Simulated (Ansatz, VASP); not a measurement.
**Two plane-wave programs on SiC**

```
Si C
1.0
     1.53943   -2.66635   -0.00005
     1.53940    2.66632    0.00008
     0.00014    0.00038   15.10723
Si C
6 6
Direct
  0.16598 0.83358 0.35779
  0.83270 0.16701 0.85779
  0.49930 0.50032 0.02458
  0.49936 0.50026 0.52458
  0.83263 0.16697 0.19130
  0.16606 0.83362 0.69131
  0.49927 0.50029 0.14993
  0.49937 0.50028 0.64993
  0.16604 0.83358 0.48278
  0.83267 0.16701 0.98278
  0.83264 0.16694 0.31629
  0.16603 0.83365 0.81629
```

Alike in both runs: functional PBEsol; k mesh 12 × 12 × 2; occupations gaussian, width 0.02 eV; no spin polarisation.

Ansatz relaxed the structure, and its values are those at the end. VASP's run is a single point on that final structure, the one shown.

|  | VASP | Ansatz |
| --- | --- | --- |
| version | VASP 6.6.1 | Ansatz 0.2.0 |
| potentials or method | VASP PAW PBE potentials, release 64 (Si, C), cutoff 520 eV | scalar-relativistic, plane waves, PAW |
| valence electrons in the cell | 48 | 48 |

VASP gave:

| Property | Result |
| --- | --- |
| gap on the k mesh at the Fermi level (eV) | 1.91 |
| pressure (GPa) | 0.4 |

Question: Which values does Ansatz return?

Answer: gap on the k mesh at the Fermi level (eV): 1.92; pressure (GPa): 0.0.

VASP's potentials were made for PBE, not for PBEsol. With one functional, cell and mesh, what is left measures potentials, basis and numerics. Ansatz's warnings: displaced walk ended near start symmetry, relaxation start displaced.
